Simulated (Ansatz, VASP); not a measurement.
Ge: VASP beside Ansatz

```xyz
4
Lattice="4.1975 0.0000 0.0000 -2.0987 3.6351 0.0000 0.0000 0.0000 6.9225" Properties=species:S:1:pos:R:3 pbc="T T T"
Ge    0.0000    2.4234    0.0005
Ge    2.0987    1.2117    3.4617
Ge    0.0000    2.4234    2.5955
Ge    2.0987    1.2117    6.0567
```

Change from the starting cell: hydrostatic strain +5.0%.

Alike in both runs: task single point; functional r2SCAN; k mesh 12 × 12 × 4; occupations fermi-dirac, width 0.02 eV; no spin polarisation.

|  | VASP | Ansatz |
| --- | --- | --- |
| version | VASP 6.6.1 | Ansatz 0.2.0 |
| potentials or method | VASP PAW PBE potentials, release 64 (Ge_d) | plane waves, PAW |
| plane-wave cutoff (eV) | 520 | 500 |
| valence electrons in the cell | 56 | 56 |

|  | VASP | Ansatz | Ansatz less VASP |
| --- | --- | --- | --- |
| pressure (GPa) | -7.3 | -7.3 | 0.00 |
| rms of the force components (eV/Å) | 0.003 | 0.003 | -0.0001 |

VASP's potentials were made for PBE, not for r2SCAN. Atom by atom the forces differ by 0.000 eV/Å (rms over components).
